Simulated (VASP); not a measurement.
# Cs (P6_3/mmc) in VASP: a series of runs

Runs on Cs. Level: LDA. Tasks: single point, relaxation of shape and atoms at fixed volume.

Program: VASP 6.6.1. These are calculated values, not measurements. Logs are shortened: lines on timing, memory, paths and dates and some standing lists are left out, and cuts for length are marked.

### Step 1. The cell of the first run

It takes space group P6_3/mmc (No. 194, hexagonal). Conventional cell: a = 5.153 Å, b = 5.153 Å, c = 8.347 Å, α = 90.00°, β = 90.00°, γ = 120.00°.

### Step 2. Single point, LDA

INCAR

```
ALGO     = Normal         # electronic algorithm
EDIFF    = 1E-6           # SCF threshold, eV
ENCUT    = 520            # plane-wave cutoff, eV
GGA      = CA             # functional
ISIF     = 2              # what is computed and relaxed
ISMEAR   = -1             # smearing method
LASPH    = T              # aspherical terms in the spheres
LCHARG   = T              # write CHGCAR
LELF     = T              # ELF
LREAL    = F              # projectors in reciprocal space
LVHAR    = T            
LWAVE    = F              # write WAVECAR
NBANDS   = 16             # bands
NELM     = 80             # most SCF steps
PREC     = Accurate       # precision mode
SIGMA    = 0.1            # smearing width, eV
```

KPOINTS

```
k-points
0
Gamma
  9 9 5
```

POSCAR

```
Cs
1.0
    5.1525456203      0.0000000000      0.0000000000
   -2.5762728102      4.4622354014      0.0000000000
    0.0000000000      0.0000000000      8.3471239049
Cs
2
Direct
    0.3333333333      0.6666666667      0.2500000000
    0.6666666667      0.3333333333      0.7500000000
```

Potentials or basis: VASP PAW LDA potentials, release 64 (Cs_sv).

Launch:

```sh
cat potpaw_LDA.64/Cs_sv/POTCAR > POTCAR
mpirun -np 1 vasp_std > vasp.out
```

OUTCAR:

```text
EDIFF = 1E-6
   ENCUT = 520
   GGA = CA
   ISIF = 2
   ISMEAR = -1
   LASPH = T
   LREAL = F
   NELM = 80
   PREC = Accurate

 ion  position               nearest neighbor table
   1  0.333  0.667  0.250-
   2  0.667  0.333  0.750-

  LATTYP: Found a hexagonal cell.
 ALAT       =     5.1525456203
 C/A-ratio  =     1.6200000000

  Lattice vectors:

 A1 = (   5.1525456203,   0.0000000000,   0.0000000000)
 A2 = (  -2.5762728102,   4.4622354014,   0.0000000000)
 A3 = (   0.0000000000,   0.0000000000,   8.3471239049)

Analysis of symmetry for initial positions (statically):
=====================================================================
 Subroutine PRICEL returns:
 Original cell was already a primitive cell.

 Routine SETGRP: Setting up the symmetry group for a
 hexagonal supercell.

 Subroutine GETGRP returns: Found 24 space group operations
 (whereof 12 operations were pure point group operations)
 out of a pool of 24 trial point group operations.

The static configuration has the point symmetry D_3d.
 The point group associated with its full space group is D_6h.

Analysis of symmetry for dynamics (positions and initial velocities):
=====================================================================
 Subroutine PRICEL returns:
 Original cell was already a primitive cell.

 Routine SETGRP: Setting up the symmetry group for a
 hexagonal supercell.

 Subroutine GETGRP returns: Found 24 space group operations
 (whereof 12 operations were pure point group operations)
 out of a pool of 24 trial point group operations.

The dynamic configuration has the point symmetry D_3d.
 The point group associated with its full space group is D_6h.

 Subroutine INISYM returns: Found 24 space group operations
 (whereof 12 operations are pure point group operations),
 and found     1 'primitive' translations

----------------------------------------------------------------------------------------

                                     Primitive cell

  volume of cell :     191.9160

  direct lattice vectors                    reciprocal lattice vectors
     5.152545620  0.000000000  0.000000000     0.194078825  0.112051462  0.000000000
    -2.576272810  4.462235401  0.000000000     0.000000000  0.224102924  0.000000000
     0.000000000  0.000000000  8.347123905     0.000000000  0.000000000  0.119801744

  length of vectors
     5.152545620  5.152545620  8.347123905     0.224102924  0.224102924  0.119801744

  position of ions in fractional coordinates (direct lattice)
     0.333333333  0.666666667  0.250000000
     0.666666667  0.333333333  0.750000000

  ion indices of the primitive-cell ions
   primitive index   ion index
                 1           1
                 2           2

----------------------------------------------------------------------------------------

 KPOINTS: k-points

Automatic generation of k-mesh.
 Grid dimensions read from file:
 generate k-points for:    9    9    5

 Generating k-lattice:

  Cartesian coordinates                     Fractional coordinates (reciprocal lattice)
     0.021564314  0.012450162  0.000000000     0.111111111  0.000000000  0.000000000
     0.000000000  0.024900325  0.000000000     0.000000000  0.111111111  0.000000000
     0.000000000  0.000000000  0.023960349     0.000000000  0.000000000  0.200000000

  Length of vectors
     0.024900325  0.024900325  0.023960349

  Shift w.r.t. Gamma in fractional coordinates (k-lattice)
     0.000000000  0.000000000  0.000000000

 Subroutine IBZKPT returns following result:
 ===========================================

 Found     36 irreducible k-points:

 Following reciprocal coordinates:
            Coordinates               Weight
  0.000000  0.000000  0.000000      1.000000
  0.111111 -0.000000  0.000000      6.000000
  0.222222  0.000000  0.000000      6.000000
  0.333333  0.000000  0.000000      6.000000
  0.444444  0.000000  0.000000      6.000000
  0.111111  0.111111  0.000000      6.000000
[... 16 lines left out ...]
  0.333333  0.222222  0.200000     24.000000
[... 43 lines left out ...]
  free energy    TOTEN  =        -2.03041775 eV

  energy without entropy =       -1.95120381  energy(sigma->0) =       -1.99081078

 E-fermi :   0.7671     XC(G=0):  -6.0271

 val. band max:        0.7130680263   @ k =   0.3333   0.0000   0.4000
 cond. band min:       0.7838401473   @ k =   0.1111   0.1111   0.2000
 fundamental gap:      0.0707721210
 Fermi energy:         0.7671050419

 k-point     1 :       0.0000    0.0000    0.0000
  band No.  band energies     occupation
      1     -22.9483      2.00000
      2     -22.9330      2.00000
      3      -9.9039      2.00000
      4      -9.6821      2.00000
      5      -9.6821      2.00000
      6      -9.6467      2.00000
[... 8 lines left out ...]
     15       3.5622      0.00000
     16       3.5622      0.00000

 k-point     2 :       0.1111   -0.0000    0.0000
  band No.  band energies     occupation
      1     -22.9467      2.00000
      2     -22.9323      2.00000
      3      -9.8938      2.00000
      4      -9.7047      2.00000
      5      -9.6892      2.00000
      6      -9.6704      2.00000
[... 8 lines left out ...]
     15       3.5016      0.00000
     16       3.6786      0.00000

 k-point     3 :       0.2222    0.0000    0.0000
  band No.  band energies     occupation
      1     -22.9428      2.00000
      2     -22.9307      2.00000
      3      -9.8662      2.00000
      4      -9.7623      2.00000
      5      -9.7279      2.00000
      6      -9.7067      2.00000
[... 8 lines left out ...]
     15       3.4862      0.00000
     16       3.7082      0.00000

 k-point     4 :       0.3333    0.0000    0.0000
  band No.  band energies     occupation
      1     -22.9380      2.00000
      2     -22.9292      2.00000
      3      -9.8284      2.00000
      4      -9.8277      2.00000
      5      -9.7896      2.00000
      6      -9.7256      2.00000
[... 8 lines left out ...]
     15       3.2382      0.00000
     16       4.2708      0.00000
[... 324 lines left out ...]
 k-point    22 :       0.2222    0.2222    0.2000
  band No.  band energies     occupation
      1     -22.9349      2.00000
      2     -22.9294      2.00000
      3      -9.8432      2.00000
      4      -9.8283      2.00000
      5      -9.7655      2.00000
      6      -9.7512      2.00000
[... 8 lines left out ...]
     15       2.7973      0.00000
     16       4.1756      0.00000

 k-point    23 :       0.3333    0.2222    0.2000
  band No.  band energies     occupation
      1     -22.9320      2.00000
      2     -22.9292      2.00000
      3      -9.8551      2.00000
      4      -9.8323      2.00000
      5      -9.7867      2.00000
      6      -9.7472      2.00000
[... 8 lines left out ...]
     15       3.0676      0.00000
     16       4.2715      0.00000

 k-point    24 :       0.3333    0.3333    0.2000
  band No.  band energies     occupation
      1     -22.9301      2.00000
      2     -22.9301      2.00000
      3      -9.8288      2.00000
      4      -9.8228      2.00000
      5      -9.8228      2.00000
      6      -9.7644      2.00000
[... 8 lines left out ...]
     15       3.1959      0.00000
     16       4.3775      0.00000

 [... further k-points ...]
[... 5 lines left out ...]
  --------------------------------------------------------------------------------------
  -------------------------------------------------------------------------------------
  Total       -0.0218297     -0.0218297      0.0148148      0.0000000      0.0000000      0.0000000
  in kB       -0.1822417     -0.1822417      0.1236787      0.0000000      0.0000000      0.0000000
  external PRESSURE =      -0.0802682 kB  Pullay stress =       0.0000000 kB

 VOLUME and BASIS-vectors are now :
 -----------------------------------------------------------------------------
  energy-cutoff  :      520.00
  volume of cell :      191.92
      direct lattice vectors                 reciprocal lattice vectors
     5.152545620  0.000000000  0.000000000     0.194078825  0.112051462  0.000000000
    -2.576272810  4.462235401  0.000000000     0.000000000  0.224102924  0.000000000
     0.000000000  0.000000000  8.347123905     0.000000000  0.000000000  0.119801744

 POSITION                                       TOTAL-FORCE (eV/Angst)
 -----------------------------------------------------------------------------------
     -0.00000      2.97482      2.08678        -0.000000      0.000000      0.000000
      2.57627      1.48741      6.26034         0.000000     -0.000000      0.000000
 -----------------------------------------------------------------------------------
    total drift:                               -0.000000      0.000000     -0.000000

  FREE ENERGIE OF THE ION-ELECTRON SYSTEM (eV)
  ---------------------------------------------------
  free  energy   TOTEN  =        -2.0304177500 eV

  energy  without entropy=       -1.9512038137  energy(sigma->0) =       -1.99081078
```

Run time: 87 s. Hardware: 1 thread of Intel Xeon Platinum 8175M at 2.50GHz (Skylake/Cascade Lake), shared host; peak memory 0.27 GiB.

Results:

```
Free energy            : -2.0304 eV
Pressure               : 0.0 GPa
Band gap on the k mesh : zero (band 9 reaches 1.57 eV, above the bottom of band 10 at -0.09 eV)
```

Levels at points of the mesh, in eV from the Fermi level:
```
           k point  band 7  band 8  band 9  band 10  band 11  band 12
(0.00, 0.00, 0.00)  -10.41  -10.41   -1.87    -0.12     1.07     2.42
```

Caveat: spin-orbit coupling is left out, which moves the levels of the heavy elements.

### Step 3. Single point, LDA

INCAR

```
SYSTEM = Cs
ALGO     = Normal         ! electronic algorithm
EDIFF    = 1E-6           ! SCF threshold, eV
ENCUT    = 520            ! plane-wave cutoff, eV
GGA      = CA             ! functional
ISIF     = 2              ! what is computed and relaxed
ISMEAR   = -1             ! smearing method
LASPH    = .True.         ! aspherical terms in the spheres
LCHARG   = .True.         ! write CHGCAR
LELF     = .True.         ! ELF
LREAL    = .False.        ! projectors in reciprocal space
LVHAR    = .True.       
LWAVE    = .False.        ! write WAVECAR
NBANDS   = 16             ! bands
NELM     = 100            ! most SCF steps
PREC     = Accurate       ! precision mode
SIGMA    = 0.1            ! smearing width, eV
```

KPOINTS

```
k-points
0
Gamma
  9 9 5
  0 0 0
```

POSCAR is that of step 2.

Potentials or basis: VASP PAW LDA potentials, release 64 (Cs_sv).

Launch:

```sh
cat potpaw_LDA.64/Cs_sv/POTCAR > POTCAR
mpirun -np 1 vasp_std > vasp.out
```

It took 78 s on 1 thread of Intel Xeon Platinum 8175M at 2.50GHz (Skylake/Cascade Lake), shared host; peak memory 0.28 GiB.

It converged, with:

- Free energy: -2.0304 eV
- Pressure: 0.0 GPa
- Band gap on the k mesh: zero (band 9 reaches 1.57 eV, above the bottom of band 10 at -0.09 eV)

Levels at points of the mesh, in eV from the Fermi level:
```
           k point  band 6  band 7  band 8  band 9  band 10  band 11  band 12  band 13
(0.00, 0.00, 0.00)  -10.41  -10.41  -10.41   -1.87    -0.12     1.07     2.42     2.42
```

Caveat: spin-orbit coupling is left out, which moves the levels of the heavy elements.

### Step 4. Relaxation of shape and atoms at fixed volume, LDA

This run uses another cell than the first one, of 38.38 Å³/atom, 0.400 times its volume.

INCAR

```
SYSTEM = Cs
  PREC = Accurate
  ENCUT = 600
  EDIFF = 1E-6
  ISMEAR = -1
  SIGMA = 0.1
  LREAL = .False.
  LASPH = .True.
  NELM = 60
  ALGO = Normal
  ISIF = 4
  LWAVE = .False.
  LCHARG = .False.
  IBRION = 2
  NSW = 50
  EDIFFG = -0.005
```

KPOINTS

```
regular mesh
0
Gamma
  9 9 5
  0 0 0
```

POSCAR

```
Cs
1.0
    3.7964280727      0.0000000000      0.0000000000
   -1.8982140364      3.2878031546      0.0000000000
    0.0000000000      0.0000000000      6.1502134777
Cs
2
Direct
    0.3333333333      0.6666666667      0.2500000000
    0.6666666667      0.3333333333      0.7500000000
```

Launch:

```sh
cat potpaw_LDA.64/Cs_sv/POTCAR > POTCAR
mpirun -np 1 vasp_std > vasp.out
```

Run time: 2 min. Hardware: 1 thread of Intel Xeon Platinum 8175M at 2.50GHz (Skylake/Cascade Lake), shared host; peak memory 0.19 GiB.

It converged, with:

* Free energy: -0.7872 eV
* Energy gained by relaxing: 2.1 meV/atom
* Ionic steps: 5
* Pressure after relaxing: 4.8 GPa
* Band gap on the k mesh: zero (band 9 reaches 5.59 eV, above the bottom of band 10 at 4.13 eV)

Step by step:
| step | energy change (eV) | largest force (eV/Å) | pressure (GPa) | volume (Å³) |
| --- | --- | --- | --- | --- |
| 1 | 0.0000 | 0.0000 | 4.93 | 76.77 |
| 2 | -0.0009 | 0.0000 | 4.91 | 76.77 |
| 3 | -0.0031 | 0.0000 | 4.87 | 76.77 |
| 4 | -0.0040 | 0.0000 | 4.82 | 76.77 |
| 5 | -0.0042 | 0.0000 | 4.84 | 76.77 |

Final structure:
```
CELL_PARAMETERS angstrom
3.86128 0.00000 0.00000
-1.93064 3.34397 0.00000
0.00000 0.00000 5.94536
ATOMIC_POSITIONS crystal
Cs 0.33333 0.66667 0.25000
Cs 0.66667 0.33333 0.75000
```

Levels at points of the mesh, in eV from the Fermi level:
| k point | band 6 | band 7 | band 8 | band 9 | band 10 | band 11 | band 12 | band 13 |
| --- | --- | --- | --- | --- | --- | --- | --- | --- |
| (0.00, 0.00, 0.00) | -9.47 | -9.47 | -9.25 | -1.59 | -0.74 | 2.71 | 2.71 | 3.40 |

Caveat: spin-orbit coupling is left out, which moves the levels of the heavy elements.

### Step 5. Relaxation of shape and atoms at fixed volume, LDA

This run uses another cell than the first one, of 47.98 Å³/atom, 0.500 times its volume.

INCAR

```
PREC = Accurate ; ENCUT = 600
EDIFF = 1E-7 ; ISMEAR = -1
SIGMA = 0.1 ; LREAL = F
LASPH = T ; NELM = 100
ALGO = Normal ; ISIF = 4
LWAVE = F ; LCHARG = F
GGA = CA ; IBRION = 2
NSW = 50 ; EDIFFG = -0.005
```

KPOINTS

```
regular mesh
0
Gamma
  9 9 5
```

POSCAR

```
Cs
1.0
    4.0895781690      0.0000000000      0.0000000000
   -2.0447890845      3.5416785851      0.0000000000
    0.0000000000      0.0000000000      6.6251166338
Cs
2
Direct
    0.3333333333      0.6666666667      0.2500000000
    0.6666666667      0.3333333333      0.7500000000
```

Launch:

```sh
cat potpaw_LDA.64/Cs_sv/POTCAR > POTCAR
mpirun -np 1 vasp_std > vasp.out
```

It took 48 s on 1 thread of Intel Xeon Platinum 8175M at 2.50GHz (Skylake/Cascade Lake), shared host; peak memory 0.21 GiB.

The run converged. Its results:

| Item | Value |
| --- | --- |
| Free energy | -1.2699 eV |
| Pressure after relaxing | 3.4 GPa |
| Band gap on the k mesh | zero (band 9 reaches 4.26 eV, above the bottom of band 10 at 3.06 eV) |

Final structure:
```cif
data_structure
_symmetry_space_group_name_H-M 'P 1'
_symmetry_Int_Tables_number 1
_cell_length_a 4.0896
_cell_length_b 4.0896
_cell_length_c 6.6251
_cell_angle_alpha 90.000
_cell_angle_beta 90.000
_cell_angle_gamma 120.000
_cell_volume 95.96
loop_
_atom_site_label
_atom_site_type_symbol
_atom_site_fract_x
_atom_site_fract_y
_atom_site_fract_z
_atom_site_occupancy
Cs1 Cs 0.33333 0.66667 0.25000 1
Cs2 Cs 0.66667 0.33333 0.75000 1
```

Levels at points of the mesh, in eV from the Fermi level:
| k point | band 5 | band 6 | band 7 | band 8 | band 9 | band 10 | band 11 | band 12 | band 13 |
| --- | --- | --- | --- | --- | --- | --- | --- | --- | --- |
| (0.00, 0.00, 0.00) | -10.01 | -9.79 | -9.79 | -9.77 | -2.06 | -0.50 | 2.73 | 2.73 | 2.83 |

Caveat: the relaxation stopped at its first step, so nothing moved; spin-orbit coupling is left out, which moves the levels of the heavy elements.

### Step 6. Relaxation of shape and atoms at fixed volume, LDA

This run uses another cell than the first one, of 57.57 Å³/atom, 0.600 times its volume.

INCAR

```
PREC = Accurate
ENCUT = 600
EDIFF = 1E-7
ISMEAR = -1
SIGMA = 0.1
LREAL = F
LASPH = T
NELM = 60
ALGO = Normal
ISIF = 4
LWAVE = F
LCHARG = F
IBRION = 2
NSW = 50
EDIFFG = -0.005
```

KPOINTS

```
Automatic mesh
0
Gamma
  9 9 5
```

POSCAR

```
Cs
1.0
    4.3458252856      0.0000000000      0.0000000000
   -2.1729126428      3.7635950978      0.0000000000
    0.0000000000      0.0000000000      7.0402369627
Cs
2
Direct
    0.3333333333      0.6666666667      0.2500000000
    0.6666666667      0.3333333333      0.7500000000
```

Potentials or basis: VASP PAW LDA potentials, release 64 (Cs_sv).

Launch:

```sh
cat potpaw_LDA.64/Cs_sv/POTCAR > POTCAR
mpirun -np 1 vasp_std > vasp.out
```

Run time: 3.8 min. Hardware: 1 thread of Intel Xeon Platinum 8175M at 2.50GHz (Skylake/Cascade Lake), shared host; peak memory 0.23 GiB.

It converged, with:

| Property | Result |
| --- | --- |
| Free energy | -1.6048 eV |
| Energy gained by relaxing | 0.2 meV/atom |
| Ionic steps | 5 |
| Pressure after relaxing | 2.3 GPa |
| Band gap on the k mesh | zero (band 9 reaches 3.39 eV, above the bottom of band 10 at 1.95 eV) |

Step by step:
| step | energy change (eV) | largest force (eV/Å) | pressure (GPa) | volume (Å³) |
| --- | --- | --- | --- | --- |
| 1 | 0.0000 | 0.0000 | 2.30 | 115.15 |
| 2 | -0.0001 | 0.0000 | 2.30 | 115.15 |
| 3 | -0.0003 | 0.0000 | 2.30 | 115.15 |
| 4 | -0.0003 | 0.0000 | 2.30 | 115.15 |
| 5 | -0.0003 | 0.0000 | 2.30 | 115.15 |

Final structure:
```
Cs
1.0
     4.32846    0.00000    0.00000
    -2.16423    3.74855    0.00000
     0.00000    0.00000    7.09685
Cs
2
Direct
  0.33333 0.66667 0.25000
  0.66667 0.33333 0.75000
```

Levels at points of the mesh, in eV from the Fermi level:
```
           k point  band 5  band 6  band 7  band 8  band 9  band 10  band 11  band 12  band 13
(0.00, 0.00, 0.00)  -10.14  -10.01  -10.00  -10.00   -2.18    -0.41     2.36     2.65     2.66
```

Caveat: spin-orbit coupling is left out, which moves the levels of the heavy elements.

### Step 7. Overview

| task | cell | cutoff (eV) | gap on the mesh (eV) | pressure (GPa) |
| --- | --- | --- | --- | --- |
| single point | a = 5.153, b = 5.153, c = 8.347 Å, angles 90.0, 90.0, 120.0°, 2 atoms | 520 | none | 0.0 |
| relaxation of shape and atoms at fixed volume | relaxed from a = 3.796, b = 3.796, c = 6.150 Å, angles 90.0, 90.0, 120.0°, 2 atoms | 600 | none | 4.8 |
| relaxation of shape and atoms at fixed volume | relaxed from a = 4.090, b = 4.090, c = 6.625 Å, angles 90.0, 90.0, 120.0°, 2 atoms | 600 | none | 3.4 |
| relaxation of shape and atoms at fixed volume | relaxed from a = 4.346, b = 4.346, c = 7.040 Å, angles 90.0, 90.0, 120.0°, 2 atoms | 600 | none | 2.3 |

Alike in all rows: level LDA; potentials or basis VASP PAW LDA potentials, release 64 (Cs_sv); no spin polarisation; k mesh 9 × 9 × 5; smearing fermi-dirac 0.1 eV.

Caveats: spin-orbit coupling is left out, which moves the levels of the heavy elements; the relaxation stopped at its first step, so nothing moved (some runs).

Total energies depend on the potentials used, so only differences within one code and one set of settings carry meaning.
